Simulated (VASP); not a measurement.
# ZrF (Cmmm) in VASP: relaxation of cell and atoms with PBE

Aim: the relaxation of cell and atoms of ZrF with PBE.

All numbers are computed with VASP 6.6.1; they aren't measurements. Logs are shortened: lines on timing, memory, paths and dates and some standing lists are left out, and cuts for length are marked.

## (1) The cell of the first run

Symmetry: Cmmm, No. 65, orthorhombic system. Conventional cell: a = 2.940 Å, b = 4.160 Å, c = 4.177 Å, α = 90.00°, β = 90.00°, γ = 90.00°. Within 3.4 Å of Zr (site symmetry mmm) lie 6 Zr at 2.55 to 2.94 Å and 8 F at 2.55 to 2.95 Å. Within 3.4 Å of F (site symmetry mmm) lie 6 F at 2.55 to 2.94 Å and 8 Zr at 2.55 to 2.95 Å.

The cell was built from a structure type or drawn by symmetry, and may not be a known phase.

## (2) Relaxation of cell and atoms, PBE

The input, INCAR:

```
ALGO     = Normal         # electronic algorithm
EDIFF    = 1E-7           # SCF threshold, eV
EDIFFG   = -0.04          # ionic threshold
ENCUT    = 910            # plane-wave cutoff, eV
GGA      = PE             # functional
GGA_COMPAT= F            
IBRION   = 2              # ionic algorithm
ISIF     = 3              # what is computed and relaxed
ISMEAR   = 0              # smearing method
LASPH    = T              # aspherical terms in the spheres
LCHARG   = F              # write CHGCAR
LREAL    = F              # projectors in reciprocal space
LWAVE    = F              # write WAVECAR
NELM     = 120            # most SCF steps
NELMIN   = 4            
NSW      = 90             # ionic steps
PREC     = Accurate       # precision mode
SIGMA    = 0.1            # smearing width, eV
```

The input, KPOINTS:

```
k-points
0
Gamma
  8 8 4
```

The input, POSCAR:

```
ZrF
1.0
    1.4702465500     -2.0800399700      0.0000000000
    1.4702465500      2.0800399700      0.0000000000
    0.0000000000      0.0000000000      4.1768328700
Zr F
1 1
Direct
    0.5000000000      0.5000000000      0.5000000000
    0.0000000000      0.0000000000      0.0000000000
```

Potentials or basis: VASP PAW PBE potentials, release 64 (Zr_sv, F_h).

The run is started by

```console
$ cat potpaw_PBE.64/Zr_sv/POTCAR potpaw_PBE.64/F_h/POTCAR > POTCAR
$ mpirun -np 1 vasp_std > vasp.out
```

OUTCAR:

```text
EDIFF = 1E-7
   EDIFFG = -0.04
   ENCUT = 910
   GGA = PE
   IBRION = 2
   ISIF = 3
   ISMEAR = 0
   LASPH = T
   LREAL = F
   NELM = 120
   NELMIN = 4
   NSW = 90
   PREC = Accurate

 ion  position               nearest neighbor table
   1  0.500  0.500  0.500-   2 2.55   2 2.55   2 2.55   2 2.55
   2  0.000  0.000  0.000-   1 2.55   1 2.55   1 2.55   1 2.55

  LATTYP: Found a base centered orthorhombic cell.
 ALAT       =     2.9404931000
 B/A-ratio  =     1.4147558925
 C/A-ratio  =     1.4204532124

  Lattice vectors:

 A1 = (   1.4702465500,  -2.0800399700,   0.0000000000)
 A2 = (   1.4702465500,   2.0800399700,   0.0000000000)
 A3 = (   0.0000000000,   0.0000000000,   4.1768328700)

Analysis of symmetry for initial positions (statically):
=====================================================================
 Subroutine PRICEL returns:
 Original cell was already a primitive cell.

 Routine SETGRP: Setting up the symmetry group for a
 base centered orthorhombic supercell.

 Subroutine GETGRP returns: Found  8 space group operations
 (whereof  8 operations were pure point group operations)
 out of a pool of  8 trial point group operations.

The static configuration has the point symmetry D_2h.

Analysis of symmetry for dynamics (positions and initial velocities):
=====================================================================
 Subroutine PRICEL returns:
 Original cell was already a primitive cell.

 Routine SETGRP: Setting up the symmetry group for a
 base centered orthorhombic supercell.

 Subroutine GETGRP returns: Found  8 space group operations
 (whereof  8 operations were pure point group operations)
 out of a pool of  8 trial point group operations.

The dynamic configuration has the point symmetry D_2h.

 Subroutine INISYM returns: Found  8 space group operations
 (whereof  8 operations are pure point group operations),
 and found     1 'primitive' translations

----------------------------------------------------------------------------------------

                                     Primitive cell

  volume of cell :      25.5469

  direct lattice vectors                    reciprocal lattice vectors
     1.470246550 -2.080039970  0.000000000     0.340079016 -0.240379996  0.000000000
     1.470246550  2.080039970  0.000000000     0.340079016  0.240379996  0.000000000
     0.000000000  0.000000000  4.176832870     0.000000000  0.000000000  0.239415852

  length of vectors
     2.547192807  2.547192807  4.176832870     0.416456816  0.416456816  0.239415852

  position of ions in fractional coordinates (direct lattice)
     0.500000000  0.500000000  0.500000000
     0.000000000  0.000000000  0.000000000

[... 113 lines left out ...]
 NGX is ok and might be reduce to    28
   NGX = 13   NGY = 13   NGZ = 21

--------------------------------------- Ionic step        1  -------------------------------------------

 number of electron      19.0000003 magnetization

 Free energy of the ion-electron system (eV)
  ---------------------------------------------------
  ext. energy  EPLUGINS =         0.00000000
  ---------------------------------------------------
  free energy    TOTEN  =       -12.18297671 eV

  energy without entropy =      -12.17331470  energy(sigma->0) =      -12.17814570

------------------------ aborting loop because EDIFF is reached ----------------------------------------

  FORCE on cell =-STRESS in cart. coord.  units (eV):
  Direction    XX          YY          ZZ          XY          YZ          ZX
  --------------------------------------------------------------------------------------
  -------------------------------------------------------------------------------------
  Total        5.1288961      8.5796405     -1.8731384      0.0000000      0.0000000      0.0000000
  in kB      321.6588735    538.0724192   -117.4739353      0.0000000      0.0000000      0.0000000
  external PRESSURE =     247.4191191 kB  Pullay stress =       0.0000000 kB
[... 89 lines left out ...]
  FREE ENERGIE OF THE ION-ELECTRON SYSTEM (eV)
  ---------------------------------------------------
  free  energy   TOTEN  =       -12.8743679455 eV

  energy  without entropy=      -12.8631553647  energy(sigma->0) =      -12.86876166

 E-fermi :  10.3086     XC(G=0): -11.4078

 val. band max:       10.2805282576   @ k =  -0.3750   0.3750   0.5000
 cond. band min:      10.3336265042   @ k =   0.3750   0.3750   0.5000
 fundamental gap:      0.0530982467
 Fermi energy:        10.3086262167

 k-point     1 :       0.0000    0.0000    0.0000
  band No.  band energies     occupation
      1     -39.1900      2.00000
      2     -17.5907      2.00000
      3     -16.7249      2.00000
      4     -16.3191      2.00000
      5     -16.0475      2.00000
      6       1.8415      2.00000
      7       2.9952      2.00000
      8       3.3127      2.00000
      9       6.1667      2.00000
     10       9.0750      2.00000
     11      11.4021      0.00000
     12      12.2683      0.00000
     13      14.3217      0.00000
[... 356 lines left out ...]
      2     -18.0239      2.00000
      3     -17.2473      2.00000
      4     -16.4960      2.00000
      5     -15.7255      2.00000
      6       1.0710      2.00000
      7       1.9724      2.00000
      8       2.9841      2.00000
      9       8.0386      2.00000
     10      10.7344      0.00000
     11      11.4199      0.00000
     12      12.5565      0.00000
     13      13.3000      0.00000

 [... further k-points ...]

[... ionic steps 4 to 9 ...]

--------------------------------------- Ionic step       10  -------------------------------------------

 number of electron      19.0000000 magnetization

------------------------ aborting loop because EDIFF is reached ----------------------------------------
[... 67 lines left out ...]
--------------------------------------- Ionic step       12  -------------------------------------------

 number of electron      19.0000000 magnetization

 Free energy of the ion-electron system (eV)
  ---------------------------------------------------
  ext. energy  EPLUGINS =         0.00000000
  ---------------------------------------------------
  free energy    TOTEN  =       -13.12136105 eV

  energy without entropy =      -13.11425791  energy(sigma->0) =      -13.11780948

 E-fermi :   9.9488     XC(G=0): -11.2920

 val. band max:        9.9156095376   @ k =   0.5000   0.2500   0.5000
 cond. band min:       9.9889411579   @ k =   0.3750   0.3750   0.5000
 fundamental gap:      0.0733316203
 Fermi energy:         9.9487534138

 k-point     1 :       0.0000    0.0000    0.0000
  band No.  band energies     occupation
      1     -39.5275      2.00000
      2     -17.9111      2.00000
      3     -16.7285      2.00000
      4     -16.6451      2.00000
      5     -16.4245      2.00000
      6       1.7325      2.00000
      7       2.9650      2.00000
      8       3.2980      2.00000
      9       5.8382      2.00000
     10       8.9631      2.00000
     11      10.9771      0.00000
     12      11.7522      0.00000
     13      13.9503      0.00000
[... 397 lines left out ...]
  FREE ENERGIE OF THE ION-ELECTRON SYSTEM (eV)
  ---------------------------------------------------
  free  energy   TOTEN  =       -13.1213610548 eV

  energy  without entropy=      -13.1142579083  energy(sigma->0) =      -13.11780948

 reached required accuracy - stopping structural energy minimisation
```

CONTCAR:

```text
ZrF
   1.00000000000000
     1.3866028220439648   -2.6465657596075927    0.0000000000000000
     1.3866028220439648    2.6465657596075927    0.0000000000000000
     0.0000000000000000    0.0000000000000000    3.9023929352713540
  Zr              F
     1     1
Direct
     0.5000000000000000    0.5000000000000000    0.5000000000000000
     0.0000000000000000    0.0000000000000000    0.0000000000000000

  0.00000000E+00  0.00000000E+00  0.00000000E+00
  0.00000000E+00  0.00000000E+00  0.00000000E+00
```

It took 4.6 min on 1 thread of Intel Xeon Platinum 8375C at 2.90GHz (Ice Lake), shared host; peak memory 0.22 GiB.

What came out:

```yaml
Free_energy: -13.1214 eV
Relaxed_volume: 14.32 Å³/atom
Relaxed_cell: a = 2.988 Å, b = 2.988 Å, c = 3.902 Å, α = 90.00°, β = 90.00°, γ = 124.70°
Space_group_after_relaxing_to_0.1_Å: Cmmm (No. 65)
Energy_gained_by_relaxing: 469.2 meV/atom
Ionic_steps: 12
Pressure_after_relaxing: 0.1 GPa
Band_gap_on_the_k_mesh: zero (an odd number of electrons rules out a gap without spin polarisation)
```

Stress tensor (GPa, compression positive):
```
-0.03  0.00  0.00
 0.00  0.10  0.00
 0.00  0.00  0.23
```

The path:
```csv
step,energy change (eV),largest force (eV/Å),pressure (GPa),volume (Å³)
1,0.0000,0.0000,24.74,25.55
2,-0.5166,0.0000,-13.62,33.08
3,-0.6914,0.0000,-3.02,30.19
4,-0.7964,0.0000,-1.05,29.39
5,-0.8451,0.0000,1.02,28.77
6,-0.9006,0.0000,7.17,27.45
7,-0.9051,0.0000,-0.20,28.52
8,-0.9228,0.0000,3.15,28.03
9,-0.9381,0.0000,0.10,28.63
10,-0.9383,0.0000,-0.25,28.70
11,-0.9383,0.0000,-0.18,28.69
12,-0.9384,0.0000,0.10,28.64
```

Final structure:
```xyz
2
Lattice="1.3866 -2.6466 0.0000 1.3866 2.6466 0.0000 0.0000 0.0000 3.9024" Properties=species:S:1:pos:R:3 pbc="T T T"
Zr    1.3866    0.0000    1.9512
F     0.0000    0.0000    0.0000
```

Caveat: the k points lie up to 0.40 Å⁻¹ apart in the final cell, too coarse for converged energies and pressures of a metal; the cutoff is under 1.25 times the usual one of these potentials, so pressure, stress and relaxed cells hold a basis-set (Pulay) error; a cell axis changed by over 15 % at a fixed basis, so the end point is rough; an odd number of electrons without spin polarisation forces a metal; a magnetic or distorted state may lie lower.
